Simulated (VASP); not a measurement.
A run of VASP 6.6.1 is set up as follows.

File INCAR:

```
ALGO = Normal
EDIFF = 1E-6
ENCUT = 600
GGA = PE
GGA_COMPAT = F
ISIF = 2
ISMEAR = 0
LASPH = T
LCHARG = T
LELF = T
LREAL = F
LVHAR = T
LWAVE = F
NBANDS = 36
NELM = 120
PREC = Accurate
SIGMA = 0.1
```

The input KPOINTS:

```
k-points
0
Gamma
  4 4 4
```

Contents of POSCAR:

```
Zn2CdO3
1.0
   -2.8644980700      2.8644980700      3.0062692400
    2.8644980700     -2.8644980700      3.0062692400
    2.8644980700      2.8644980700     -3.0062692400
Zn Cd O
2 1 3
Direct
    0.9892388500      0.4892388500      0.5000000000
    0.5107611500      0.0107611500      0.5000000000
    0.5000000000      0.5000000000      0.0000000000
    0.0000000000      0.0000000000      0.0000000000
    0.2500000000      0.7500000000      0.5000000000
    0.7500000000      0.2500000000      0.5000000000
```

Potentials or basis: VASP PAW PBE potentials, release 64 (Zn, Cd, O).

Command:

```sh
$ cat potpaw_PBE.64/Zn/POTCAR potpaw_PBE.64/Cd/POTCAR potpaw_PBE.64/O/POTCAR > POTCAR
$ mpirun -np 1 vasp_std > vasp.out
```

Q: Predict the pressure.

A: 40.5 GPa.

Q: What does it give for the band gap on the k mesh?

A: Zero (band 27 reaches -0.04 eV, above the bottom of band 28 at -0.48 eV).

Q: Estimate the largest force.

A: 11.505 eV/Å.

Stress tensor (GPa, compression positive):
```
  0.04   0.00   0.00
  0.00   0.04   0.00
  0.00   0.00 121.40
```

Caveat: the k points lie up to 0.39 Å⁻¹ apart; forces of over 1 eV/Å act on the atoms, so gaps and moduli don't describe the material at rest.
